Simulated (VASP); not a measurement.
# GePt (Pm) in VASP: single point with PBEsol

Aim: the single point of GePt with PBEsol.

Everything below comes from runs of VASP 6.6.1. Logs are shortened: lines on timing, memory, paths and dates and some standing lists are left out, and cuts for length are marked.

### 1 The cell of the first run

The structure is monoclinic, space group Pm (No. 6). The conventional cell has a = 5.741 Å, b = 3.700 Å, c = 6.092 Å, α = 90.00°, β = 90.00°, γ = 90.00°. Within 3.1 Å of Ge (site symmetry m) lie 6 Pt at 2.19 to 3.01 Å and 2 Ge at 3.01 Å. Ge (site symmetry m) has 6 Pt at 2.36 to 3.10 Å and 2 Ge at 3.01 Å within 3.2 Å. Ge (site symmetry m) has 4 Pt at 1.99 to 2.54 Å within 2.6 Å. Within 3.1 Å of Ge (site symmetry m) lie 6 Pt at 2.22 to 2.99 Å and 2 Ge at 3.01 Å. Within 3.0 Å of Pt (site symmetry m) lie 6 Ge at 2.19 to 2.99 Å and 4 Pt at 2.96 to 2.97 Å. Within 2.7 Å of Pt (site symmetry m) lie 3 Ge at 1.99 to 2.60 Å. Pt (site symmetry m) has 6 Ge at 2.22 to 3.01 Å and 4 Pt at 2.96 to 2.97 Å within 3.1 Å. Within 3.1 Å of Pt (site symmetry m) lie 6 Ge at 2.36 to 2.88 Å and 4 Pt at 2.96 to 2.97 Å.

### 2 Single point, PBEsol

File INCAR:

```
PREC = Accurate
ENCUT = 520
EDIFF = 1E-6
ISMEAR = 0
SIGMA = 0.15
LREAL = F
LASPH = T
NELM = 100
ALGO = Fast
ISIF = 2
LWAVE = F
LCHARG = T
GGA = PS
LELF = T
LVHAR = T
NBANDS = 58
```

File KPOINTS:

```
Automatic mesh
0
Gamma
  8 10 8
```

File POSCAR:

```
GePt
1.0
    5.7406004132      0.0000000000      0.0000000000
    0.0000000000      3.7003359809      0.0000000000
    0.0000000000      0.0000000000      6.0924387782
Ge Pt
4 4
Direct
    0.8151594244      0.7500000000      0.5880228802
    0.1848405756      0.2500000000      0.4119771198
    0.6848405756      0.2500000000      0.0880228802
    0.3151594244      0.7500000000      0.9119771198
    0.9357138175      0.7500000000      0.2473019909
   -0.0627731187      0.2500000000      0.8649832563
    0.4372268813      0.2500000000      0.7473019909
    0.4357138175      0.7500000000      0.3649832563
```

Potentials or basis: VASP PAW PBE potentials, release 64 (Ge_d, Pt).

Command:

```
$ cat potpaw_PBE.64/Ge_d/POTCAR potpaw_PBE.64/Pt/POTCAR > POTCAR
$ mpirun -np 1 vasp_std > vasp.out
```

OUTCAR:

```text
PREC = Accurate
   ENCUT = 520
   EDIFF = 1E-6
   ISMEAR = 0
   LREAL = F
   LASPH = T
   NELM = 100
   ISIF = 2
   GGA = PS

 ion  position               nearest neighbor table
   1  0.815  0.750  0.588-   5 2.19   8 2.57   6 2.60   6 2.60   7 3.01   7 3.01
   2  0.185  0.250  0.412-   8 2.36   8 2.36   7 2.50   5 2.54   5 2.54   6 3.10
   3  0.685  0.250  0.088-   6 1.99   7 2.52   5 2.54   5 2.54   8 2.88   8 2.88
   4  0.315  0.750  0.912-   7 2.22   7 2.22   8 2.85   6 2.87   6 2.87   5 2.99
   5  0.936  0.750  0.247-   1 2.19   3 2.54   3 2.54   2 2.54   2 2.54   8 2.96   8 2.96   6 2.97
                             6 2.97   4 2.99
   6  0.937  0.250  0.865-   3 1.99   1 2.60   1 2.60   4 2.87   4 2.87   7 2.96   7 2.96   5 2.97
                             5 2.97   2 3.10
   7  0.437  0.250  0.747-   4 2.22   4 2.22   2 2.50   3 2.52   6 2.96   6 2.96   8 2.97   8 2.97
                             1 3.01   1 3.01
   8  0.436  0.750  0.365-   2 2.36   2 2.36   1 2.57   4 2.85   3 2.88   3 2.88   5 2.96   5 2.96
                             7 2.97   7 2.97

  LATTYP: Found a simple orthorhombic cell.
 ALAT       =     3.7003359809
 B/A-ratio  =     1.5513727518
 C/A-ratio  =     1.6464555677

  Lattice vectors:

 A1 = (   0.0000000000,  -3.7003359809,   0.0000000000)
 A2 = (   5.7406004132,   0.0000000000,   0.0000000000)
 A3 = (   0.0000000000,   0.0000000000,   6.0924387782)

Analysis of symmetry for initial positions (statically):
=====================================================================
 Subroutine PRICEL returns:
 Original cell was already a primitive cell.

 Routine SETGRP: Setting up the symmetry group for a
 simple orthorhombic supercell.

 Subroutine GETGRP returns: Found  2 space group operations
 (whereof  1 operations were pure point group operations)
 out of a pool of  8 trial point group operations.

The static configuration has the point symmetry C_1 .
 The point group associated with its full space group is C_1h.

Analysis of symmetry for dynamics (positions and initial velocities):
=====================================================================
 Subroutine PRICEL returns:
 Original cell was already a primitive cell.

 Routine SETGRP: Setting up the symmetry group for a
 simple orthorhombic supercell.

 Subroutine GETGRP returns: Found  2 space group operations
 (whereof  1 operations were pure point group operations)
 out of a pool of  8 trial point group operations.

The dynamic configuration has the point symmetry C_1 .
 The point group associated with its full space group is C_1h.

 Subroutine INISYM returns: Found  2 space group operations
 (whereof  1 operations are pure point group operations),
 and found     1 'primitive' translations

----------------------------------------------------------------------------------------

                                     Primitive cell

  volume of cell :     129.4165

  direct lattice vectors                    reciprocal lattice vectors
     5.740600413  0.000000000  0.000000000     0.174197807  0.000000000  0.000000000
     0.000000000  3.700335981  0.000000000     0.000000000  0.270245730  0.000000000
     0.000000000  0.000000000  6.092438778     0.000000000  0.000000000  0.164137882

  length of vectors
     5.740600413  3.700335981  6.092438778     0.174197807  0.270245730  0.164137882

  position of ions in fractional coordinates (direct lattice)
     0.815159424  0.750000000  0.588022880
     0.184840576  0.250000000  0.411977120
     0.684840576  0.250000000  0.088022880
     0.315159424  0.750000000  0.911977120
     0.935713818  0.750000000  0.247301991
     0.937226881  0.250000000  0.864983256
     0.437226881  0.250000000  0.747301991
     0.435713818  0.750000000  0.364983256

  ion indices of the primitive-cell ions
   primitive index   ion index
                 1           1
                 2           2
                 3           3
                 4           4
                 5           5
                 6           6
                 7           7
                 8           8

----------------------------------------------------------------------------------------

 KPOINTS: Automatic mesh

Automatic generation of k-mesh.
 Grid dimensions read from file:
 generate k-points for:    8   10    8

 Generating k-lattice:

  Cartesian coordinates                     Fractional coordinates (reciprocal lattice)
     0.021774726  0.000000000  0.000000000     0.125000000  0.000000000  0.000000000
     0.000000000  0.027024573  0.000000000     0.000000000  0.100000000  0.000000000
     0.000000000  0.000000000  0.020517235     0.000000000  0.000000000  0.125000000

  Length of vectors
     0.021774726  0.027024573  0.020517235

  Shift w.r.t. Gamma in fractional coordinates (k-lattice)
     0.000000000  0.000000000  0.000000000

 Subroutine IBZKPT returns following result:
 ===========================================

 Found    204 irreducible k-points:

 Following reciprocal coordinates:
            Coordinates               Weight
  0.000000  0.000000  0.000000      1.000000
  0.125000  0.000000  0.000000      2.000000
  0.250000  0.000000  0.000000      2.000000
  0.375000  0.000000  0.000000      2.000000
  0.500000  0.000000  0.000000      1.000000
  0.000000  0.100000  0.000000      2.000000
[... 16 lines left out ...]
  0.250000  0.400000  0.000000      4.000000
  0.375000  0.400000  0.000000      4.000000
 [... further k-points ...]
   k-points           NKPTS =    204   k-points in BZ     NKDIM =    204   number of bands    NBANDS=     58
   number of dos      NEDOS =    301   number of ions     NIONS =      8
   total plane-waves  NPLWV =  64512
   dimension x,y,z NGX =    48 NGY =   28 NGZ =   48
   dimension x,y,z NGXF=    96 NGYF=   56 NGZF=   96
   ions per type =               4   4
   NGX,Y,Z   is equivalent  to a cutoff of  13.90, 12.58, 13.10 a.u.
   NGXF,Y,Z  is equivalent  to a cutoff of  27.80, 25.16, 26.20 a.u.
 SYSTEM =  unknown system
   PREC   = accura    normal or accurate (medium, high low for compatibility)
   ISTART =      0    job   : 0-new  1-cont  2-samecut
   ICHARG =      2    charge: 1-file 2-atom 10-const
   ISPIN  =      1    spin polarized calculation?
   LNONCOLLINEAR =      F non collinear calculations
   LSORBIT =      F    spin-orbit coupling
   LASPH  =      T    aspherical Exc in radial PAW
   ENCUT  =  520.0 eV  38.22 Ry    6.18 a.u.  10.67  6.88 11.33*2*pi/ulx,y,z
   NELM   =    100;   NELMIN=  2; NELMDL= -5     # of ELM steps
   EDIFF  = 0.1E-05   stopping-criterion for ELM
   LREAL  =      F    real-space projection
   EDIFFG = 0.1E-04   stopping-criterion for IOM
   NSW    =      0    number of steps for IOM
   IBRION =     -1    ionic relax: 0-MD 1-quasi-New 2-CG
   NFREE  =      0    steps in history (QN), initial steepest desc. (CG)
   ISIF   =      2    stress and relaxation
   ISYM   =      2    0-nonsym 1-usesym 2-fastsym
   POTIM  = 0.5000    time-step for ionic-motion
   TEBEG  =    0.0;   TEEND  =   0.0 temperature during run
   PSTRESS=    0.0 pullay stress
   NELECT =      96.0000    total number of electrons
   NUPDOWN=      -1.0000    fix difference up-down
   EMIN   =  10.00;   EMAX   =-10.00  energy-range for DOS
   EFERMI =   0.00;   METHOD = LEGACY
   ISMEAR =     0;   SIGMA  =   0.15  broadening in eV -4-tet -1-fermi 0-gaus
   EFERMI_NEDOS =   21; number of points for ismear=-14 and -15
   IALGO  =     68    algorithm
   IMIX   =      4    mixing-type and parameters
     AMIX     =   0.40;   BMIX     =  1.00
     AMIX_MAG =   1.60;   BMIX_MAG =  1.00
  volume/ion in A,a.u.               =      16.18       109.17
  Fermi-wavevector in a.u.,A,eV,Ry     =   1.481956  2.800491 29.881035  2.196194
  Thomas-Fermi vector in A             =   2.595802
   LORBIT       =      0    0 simple, 1 ext, 2 COOP (PROOUT), +10 PAW based schemes
   GGA     = PS    functional components
   LHFCALC =     F    Hartree Fock is set to
   AEXX    =    0.0000 exact exchange contribution
   IVDW    =     0    specifies the selected vdW correction
   LEPSILON=     F    determine dielectric tensor
   LRPA    =     F    only Hartree local field effects (RPA)
 non-spin polarized calculation
 RMM-DIIS sequential band-by-band and
 Gauss-broadening in eV      SIGMA  =   0.15
  energy-cutoff  :      520.00
  volume of cell :      129.42
 maximum number of plane-waves:      3522
 NGX is ok and might be reduce to    48
   NGX = 21   NGY = 13   NGZ = 23

 number of electron      96.0000038 magnetization

 Free energy of the ion-electron system (eV)
  ---------------------------------------------------
  ext. energy  EPLUGINS =         0.00000000
  ---------------------------------------------------
  free energy    TOTEN  =       -47.32662141 eV

  energy without entropy =      -47.30405757  energy(sigma->0) =      -47.31533949

 E-fermi :   9.6423     XC(G=0): -12.5544

 val. band max:        9.6405119550   @ k =   0.2500   0.4000   0.1250
 cond. band min:       9.6607124158   @ k =   0.5000   0.1000   0.1250
 fundamental gap:      0.0202004608
 Fermi energy:         9.6422773307

 k-point     1 :       0.0000    0.0000    0.0000
  band No.  band energies     occupation
      1     -15.6687      2.00000
      2     -15.5775      2.00000
      3     -15.5701      2.00000
      4     -15.5597      2.00000
      5     -15.5533      2.00000
      6     -15.5513      2.00000
[... 50 lines left out ...]
     57      15.4076      0.00000
     58      15.7083      0.00000

 k-point     2 :       0.1250    0.0000    0.0000
  band No.  band energies     occupation
      1     -15.6687      2.00000
      2     -15.5775      2.00000
      3     -15.5704      2.00000
      4     -15.5599      2.00000
      5     -15.5533      2.00000
      6     -15.5515      2.00000
[... 50 lines left out ...]
     57      15.0679      0.00000
     58      15.4691      0.00000
[... 1279 lines left out ...]
     57      14.1223      0.00000
     58      15.5470      0.00000

 k-point    24 :       0.3750    0.4000    0.0000
  band No.  band energies     occupation
      1     -15.6657      2.00000
      2     -15.5805      2.00000
      3     -15.5707      2.00000
      4     -15.5628      2.00000
      5     -15.5604      2.00000
      6     -15.5548      2.00000
[... 50 lines left out ...]
     57      14.9554      0.00000
     58      15.2725      0.00000

 [... further k-points ...]

------------------------ aborting loop because EDIFF is reached ----------------------------------------

  FORCE on cell =-STRESS in cart. coord.  units (eV):
  Direction    XX          YY          ZZ          XY          YZ          ZX
  --------------------------------------------------------------------------------------
  -------------------------------------------------------------------------------------
  Total       16.1899678     13.3703817     19.7469069      0.0000000      0.0000000    -14.3895865
  in kB      200.4319346    165.5254350    244.4668689      0.0000000      0.0000000   -178.1431988
  external PRESSURE =     203.4747461 kB  Pullay stress =       0.0000000 kB

 VOLUME and BASIS-vectors are now :
 -----------------------------------------------------------------------------
  energy-cutoff  :      520.00
  volume of cell :      129.42
      direct lattice vectors                 reciprocal lattice vectors
     5.740600413  0.000000000  0.000000000     0.174197807  0.000000000  0.000000000
     0.000000000  3.700335981  0.000000000     0.000000000  0.270245730  0.000000000
     0.000000000  0.000000000  6.092438778     0.000000000  0.000000000  0.164137882

 POSITION                                       TOTAL-FORCE (eV/Angst)
 -----------------------------------------------------------------------------------
      4.67950      2.77525      3.58249        -1.669176      0.000000      4.418564
      1.06110      0.92508      2.50995        -1.199578      0.000000      0.249912
      3.93140      0.92508      0.53627        -8.531410      0.000000      8.462280
      1.80920      2.77525      5.55616        -3.018075      0.000000      3.889000
      5.37156      2.77525      1.50667         2.039513      0.000000     -4.021270
      5.38025      0.92508      5.26986         8.337736      0.000000     -8.278464
      2.50994      0.92508      4.55289         1.947056      0.000000     -3.677986
      2.50126      2.77525      2.22364         2.093934      0.000000     -1.042037
 -----------------------------------------------------------------------------------
    total drift:                                0.000160      0.000000      0.000128

  FREE ENERGIE OF THE ION-ELECTRON SYSTEM (eV)
  ---------------------------------------------------
  free  energy   TOTEN  =       -47.3266214079 eV

  energy  without entropy=      -47.3040575674  energy(sigma->0) =      -47.31533949
```

Wall time 34 min (1 thread of Oxide Virtual Turin-like, shared host); peak memory 1.1 GiB.

What came out:

| Item | Value |
| --- | --- |
| Free energy | -47.3266 eV |
| Pressure | 20.3 GPa |
| Largest force | 12.016 eV/Å |
| Band gap on the k mesh | zero (bands 48 and 49 overlap by 1.55 eV) |

Forces on the atoms (eV/Å):
```
Ge  -1.669  0.000  4.419
Ge  -1.200  0.000  0.250
Ge  -8.531  0.000  8.462
Ge  -3.018  0.000  3.889
Pt   2.040  0.000 -4.021
Pt   8.338  0.000 -8.278
Pt   1.947  0.000 -3.678
Pt   2.094  0.000 -1.042
```

Levels at points of the mesh, in eV from the Fermi level:
```csv
k point,band 45,band 46,band 47,band 48,band 49,band 50,band 51,band 52
"(0.00, 0.00, 0.00)",-2.34,-1.65,-1.18,-1.02,0.41,0.97,2.97,3.46
"(0.50, 0.00, 0.00)",-2.69,-2.58,0.15,0.27,0.95,1.64,1.96,2.12
"(0.00, 0.50, 0.00)",-2.45,-2.42,-1.86,-1.11,-0.29,-0.25,1.47,1.63
"(0.50, 0.50, 0.00)",-2.28,-2.19,-1.93,-1.81,0.40,0.52,0.63,0.66
"(0.00, 0.00, 0.50)",-1.64,-1.52,-0.15,0.16,0.94,1.45,1.78,1.85
"(0.50, 0.00, 0.50)",-1.45,-1.16,0.73,0.81,1.69,2.15,2.34,2.54
"(0.00, 0.50, 0.50)",-2.52,-2.51,-2.23,-2.19,0.34,0.37,0.88,1.17
"(0.50, 0.50, 0.50)",-2.79,-2.74,-2.47,-2.40,1.65,1.78,2.28,2.42
```

Caveat: the cell differs from its parent crystal (all Pt atoms moved -0.500 Å, as atom 5 towards its neighbour atom 4 (Ge) at 2.486 Å); the stress differs along the axes, from 17 to 24 GPa; the PAW data sets were made with another functional, which shifts forces and pressure a little; spin-orbit coupling is left out, which moves the levels of the heavy elements.

The gap in the log of VASP goes by the Fermi energy; the results here count the filled bands.